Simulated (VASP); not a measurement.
A run of VASP 6.6.1 is set up as follows.

File INCAR:

```
SYSTEM = Zn5S
ALGO = Normal
EDIFF = 1E-7
ENCUT = 520
GGA = PE
ISIF = 2
ISMEAR = 0
LASPH = .TRUE.
LCHARG = .FALSE.
LREAL = .FALSE.
LWAVE = .FALSE.
NBANDS = 42
NELM = 60
PREC = Accurate
SIGMA = 0.1
```

Contents of KPOINTS:

```
k-points
0
G
  4 4 4
  0 0 0
```

Contents of POSCAR:

```
Zn5S
1.0
    5.4863214382      0.0000000000      0.0000000000
    0.0000000000      5.4863214382      0.0000000000
    0.0000000000      0.0000000000      9.2465788162
Zn S
5 1
Direct
    0.5000000000      0.5000000000      0.7468696174
    0.5000000000      0.5000000000      0.2531303826
    0.0000000000      0.5000000000      0.5000000000
    0.5000000000      0.0000000000      0.5000000000
    0.5000000000      0.5000000000      0.0000000000
    0.5000000000      0.5000000000      0.5000000000
```

Potentials or basis: VASP PAW PBE potentials, release 64 (Zn, S).

The run is started by

```bash
$ cat potpaw_PBE.64/Zn/POTCAR potpaw_PBE.64/S/POTCAR > POTCAR
$ mpirun -np 1 vasp_std > vasp.out
```

(1) Predict the pressure.

(2) Predict the largest force.

(3) Predict the band gap on the k mesh.

Answers

(1) 0.0 GPa.

(2) 0.021 eV/Å.

(3) zero (bands 33 and 34 overlap by 0.21 eV).

Caveat: semilocal functionals underestimate gaps, and a narrow one can read as zero.
